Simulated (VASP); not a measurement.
Crystal: AlN.

```
Al N
1.0
     3.29235    0.00000    0.00000
    -1.64617    2.85126    0.00000
     0.00000    0.00000    4.13696
Al N
2 2
Direct
  0.33333 0.66667 0.25000
  0.66667 0.33333 0.75000
  0.66667 0.33333 0.25000
  0.33333 0.66667 0.75000
```

Base run:

* Program: VASP 6.6.1
* Functional: PBE
* Potentials or basis: VASP PAW PBE potentials, release 64 (Al, N)
* Cutoff: 520 eV
* k mesh: 12 × 12 × 6
* Occupations: gaussian, width 0.01 eV
* Spin: no spin polarisation

Its results: band gap on the k mesh 3.47 eV, direct; pressure 5.1 GPa.

The run is repeated on the same cell with these changes: functional from PBE to r2SCAN. What comes out?

Band gap on the k mesh 4.06 eV, direct; pressure -0.6 GPa.

r2SCAN gives the wider gap, since meta-GGAs in the generalised Kohn-Sham scheme recover part of the derivative discontinuity.

Caveats: the PAW data sets were made with another functional, which shifts forces and pressure a little (some runs).

A k mesh can miss the band edges.
